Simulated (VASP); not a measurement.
# F (C2/c) in VASP: a series of runs, part 2 of 2

VASP 6.6.1. Earlier steps stand in the parts before.

**3. Single point, PBEsol**

INCAR

```
SYSTEM = F
  ALGO = Normal
  EDIFF = 1E-6
  ENCUT = 1350
  GGA = PS
  GGA_COMPAT = .False.
  ISIF = 2
  ISMEAR = 0
  LASPH = .True.
  LCHARG = .False.
  LREAL = .False.
  LWAVE = .False.
  NBANDS = 22
  NELM = 120
  PREC = Accurate
  SIGMA = 0.02
```

KPOINTS

```
k-points
0
Gamma
  8 8 4
  0 0 0
```

POSCAR

```
F
1.0
    3.0099985031     -1.7886620590      0.1836766108
    3.0099985031      1.7886620590      0.1836766108
   -1.1950650095      0.0000000000      6.6816981480
F
4
Direct
    0.9211024913      0.5858463638      0.0939992909
    0.4141536362      0.0788975087      0.4060007091
    0.0788975087      0.4141536362      0.9060007091
    0.5858463638      0.9211024913      0.5939992909
```

Potentials or basis: VASP PAW PBE potentials, release 64 (F_h).

Launch:

```console
$ cat potpaw_PBE.64/F_h/POTCAR > POTCAR
$ mpirun -np 1 vasp_std > vasp.out
```

OUTCAR:

```text
SYSTEM = F
   EDIFF = 1E-6
   ENCUT = 1350
   GGA = PS
   ISIF = 2
   ISMEAR = 0
   LASPH = .True.
   LREAL = .False.
   NELM = 120
   PREC = Accurate

 ion  position               nearest neighbor table
   1  0.921  0.586  0.094-   3 1.40
   2  0.414  0.079  0.406-   4 1.40
   3  0.079  0.414  0.906-   1 1.40
   4  0.586  0.921  0.594-   2 1.40

  LATTYP: Found a base centered monoclinic cell.
 ALAT       =     6.0311949350
 B/A-ratio  =     0.5931368753
 C/A-ratio  =     1.1254369128
 COS(beta)  =    -0.1157782656

  Lattice vectors:

 A1 = (   3.0099985031,  -1.7886620590,   0.1836766108)
 A2 = (   3.0099985031,   1.7886620590,   0.1836766108)
 A3 = (  -1.1950650095,   0.0000000000,   6.6816981480)

Analysis of symmetry for initial positions (statically):
=====================================================================
 Subroutine PRICEL returns:
 Original cell was already a primitive cell.

[... 166 lines left out ...]

 Free energy of the ion-electron system (eV)
  ---------------------------------------------------
  ext. energy  EPLUGINS =         0.00000000
  ---------------------------------------------------
  free energy    TOTEN  =        -7.96962812 eV

  energy without entropy =       -7.96962812  energy(sigma->0) =       -7.96962812

 E-fermi :  -4.9915     XC(G=0):  -7.0031

 val. band max:       -5.1794162112   @ k =   0.5000   0.5000  -0.0000
 cond. band min:      -2.0116471089   @ k =   0.0000   0.0000   0.0000
 fundamental gap:      3.1677691023
 Fermi energy:        -4.9915152493

 k-point     1 :       0.0000    0.0000    0.0000
  band No.  band energies     occupation
      1     -30.1423      2.00000
      2     -30.0463      2.00000
      3     -23.6350      2.00000
      4     -23.3475      2.00000
      5     -11.8122      2.00000
      6     -11.1969      2.00000
[... 589 lines left out ...]
     21      12.2193      0.00000
     22      12.6128      0.00000

 [... further k-points ...]
[... 5 lines left out ...]
  --------------------------------------------------------------------------------------
  -------------------------------------------------------------------------------------
  Total       -0.2239949     -0.2113049     -0.1590992      0.0000000      0.0000000      0.0013838
  in kB       -4.9342699     -4.6547298     -3.5047156      0.0000000      0.0000000      0.0304831
  external PRESSURE =      -4.3645717 kB  Pullay stress =       0.0000000 kB

 VOLUME and BASIS-vectors are now :
 -----------------------------------------------------------------------------
  energy-cutoff  :     1350.00
  volume of cell :       72.73
      direct lattice vectors                 reciprocal lattice vectors
     3.009998503 -1.788662059  0.183676611     0.164319621 -0.279538551  0.029389629
     3.009998503  1.788662059  0.183676611     0.164319621  0.279538551  0.029389629
    -1.195065009  0.000000000  6.681698148    -0.009034132  0.000000000  0.148046739

 POSITION                                       TOTAL-FORCE (eV/Angst)
 -----------------------------------------------------------------------------------
      4.42358     -0.59966      0.90487        -0.003161      0.007039      0.016936
      0.99889     -0.59966      2.80334         0.003161      0.007039     -0.016936
      0.40135      0.59966      6.14419         0.003161     -0.007039     -0.016936
      3.82605      0.59966      4.24572        -0.003161     -0.007039      0.016936
 -----------------------------------------------------------------------------------
    total drift:                                0.000000      0.000000     -0.000000

  FREE ENERGIE OF THE ION-ELECTRON SYSTEM (eV)
  ---------------------------------------------------
  free  energy   TOTEN  =        -7.9696281190 eV

  energy  without entropy=       -7.9696281190  energy(sigma->0) =       -7.96962812
```

OSZICAR:

```text
N       E                     dE             d eps       ncg     rms          rms(c)
DAV:   1     0.388043169865E+03    0.38804E+03   -0.24271E+04  3432   0.245E+03
DAV:   2     0.381779520270E+02   -0.34987E+03   -0.33270E+03  5136   0.408E+02
DAV:   3    -0.902267965179E+01   -0.47201E+02   -0.46780E+02  4438   0.160E+02
DAV:   4    -0.961248409167E+01   -0.58980E+00   -0.58938E+00  3706   0.208E+01
DAV:   5    -0.962088280701E+01   -0.83987E-02   -0.83983E-02  4598   0.233E+00    0.135E+01
DAV:   6    -0.841343426610E+01    0.12074E+01   -0.54579E-01  3564   0.716E+00    0.773E+00
DAV:   7    -0.797163119400E+01    0.44180E+00   -0.75241E-01  3668   0.794E+00    0.785E-01
DAV:   8    -0.796936265040E+01    0.22685E-02   -0.94779E-02  3570   0.247E+00    0.137E-01
DAV:   9    -0.796954161519E+01   -0.17896E-03   -0.23034E-03  4414   0.412E-01    0.673E-02
DAV:  10    -0.796961975012E+01   -0.78135E-04   -0.13591E-04  4310   0.982E-02    0.267E-02
DAV:  11    -0.796962891838E+01   -0.91683E-05   -0.27912E-05  3984   0.525E-02    0.768E-03
DAV:  12    -0.796962811901E+01    0.79936E-06   -0.34435E-06  3762   0.169E-02
   1 F= -.79696281E+01 E0= -.79696281E+01  d E =-.206735E-42
```

stdout:

```text
POSCAR found type information on POSCAR F
 POSCAR found :  1 types and       4 ions
 scaLAPACK will be used
 -----------------------------------------------------------------------------
|                                                                             |
|                                                                             |
|     You enforced a specific xc type in the INCAR file but a different       |
|     I HOPE YOU KNOW WHAT YOU ARE DOING!                                     |
|                                                                             |
 -----------------------------------------------------------------------------

 LDA part: xc-table for (Slater+PW92), standard interpolation
 POSCAR, INCAR and KPOINTS ok, starting setup
 FFT: planning ... GRIDC
 FFT: planning ... GRID_SOFT
 FFT: planning ... GRID
 WAVECAR not read
 entering main loop
```

Run time: 5.7 min. Hardware: 1 thread of Intel Xeon Platinum 8375C at 2.90GHz (Ice Lake), shared host; peak memory 0.61 GiB.

Results:

| Quantity | Value |
| --- | --- |
| Free energy | -7.9696 eV |
| Pressure | -0.4 GPa |
| Largest force | 0.019 eV/Å |
| Band gap on the k mesh | 3.17 eV (least direct gap 3.17 eV) |

Forces in eV/Å, atoms in the order of the input:
```
F   -0.003  0.007  0.017
F    0.003  0.007 -0.017
F    0.003 -0.007 -0.017
F   -0.003 -0.007  0.017
```

Caveat: this functional lacks dispersion, which holds the molecules together, so the pressure and a relaxed volume are unreliable; the PAW data sets were made with another functional, which shifts forces and pressure a little. A k mesh can miss the band edges.
